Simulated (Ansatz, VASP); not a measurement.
**One calculation of As, two programs**

The input INCAR:

```
SYSTEM = As
PREC     = Accurate       ! precision mode
ENCUT    = 510            ! plane-wave cutoff, eV
EDIFF    = 1E-6           ! SCF threshold, eV
ISMEAR   = -1             ! smearing method
SIGMA    = 0.05           ! smearing width, eV
LREAL    = .False.        ! projectors in reciprocal space
LASPH    = .True.         ! aspherical terms in the spheres
NELM     = 120            ! most SCF steps
ALGO     = Normal         ! electronic algorithm
ISIF     = 2              ! what is computed and relaxed
LWAVE    = .False.        ! write WAVECAR
LCHARG   = .True.         ! write CHGCAR
GGA      = PE             ! functional
LELF     = .True.         ! ELF
LVHAR    = .True.       
NBANDS   = 38             ! bands
GGA_COMPAT= .False.
```

KPOINTS

```
Automatic mesh
0
Gamma
  8 8 6
  0 0 0
```

POSCAR

```
As
1.0
    1.8250000000     -5.5000000000      0.0000000000
    1.8250000000      5.5000000000      0.0000000000
    0.0000000000      0.0000000000      4.4700000000
As
4
Direct
    0.3753660000      0.6033550000      0.5586570000
    0.8865400000      0.1052810000      0.9396570000
    0.6182930000      0.3925030000      0.4395750000
    0.1142740000      0.8924760000      0.0569400000
```

input.yaml

```yaml
crystal:
  lattice:
    - [1.825, -5.5, 0.0]
    - [1.825, 5.5, 0.0]
    - [0.0, 0.0, 4.47]
  atoms:
    - { symbol: As, position: [0.375366, 0.603355, 0.558657] }
    - { symbol: As, position: [0.88654, 0.105281, 0.939657] }
    - { symbol: As, position: [0.618293, 0.392503, 0.439575] }
    - { symbol: As, position: [0.114274, 0.892476, 0.05694] }
hamiltonian:
  xc: pbe
  pseudopotentials: { kind: paw }
kpoints:
  mp_grid: { grid: [8, 8, 6] }
scf:
  occupations: { method: fermi_dirac, width: 0.05 }
output:
  forces: true
  stress: true
  eigenvalues: true
```

Change from the starting cell: atoms moved at random, drawn with an rms of 0.05 Å.

Alike in both runs: task single point; functional PBE; k mesh 8 × 8 × 6; occupations fermi-dirac, width 0.05 eV; no spin polarisation.

|  | VASP | Ansatz |
| --- | --- | --- |
| version | VASP 6.6.1 | Ansatz 0.2.0 |
| potentials or method | VASP PAW PBE potentials, release 64 (As_d) | Ansatz PAW |
| plane-wave cutoff (eV) | 510 | 420 |
| valence electrons in the cell | 60 | 60 |

|  | VASP | Ansatz | Ansatz less VASP |
| --- | --- | --- | --- |
| gap on the k mesh at the Fermi level (eV) | none | none | - |
| pressure (GPa) | 2.2 | 2.1 | -0.12 |
| traceless stress, the component that is largest in VASP (GPa) | 1.40 | 1.42 | +0.017 |
| rms of the force components (eV/Å) | 0.171 | 0.175 | +0.0041 |

Atom by atom the forces differ by 0.008 eV/Å (rms over components). A gap of «none» marks a metal or a gap that the smearing closes.
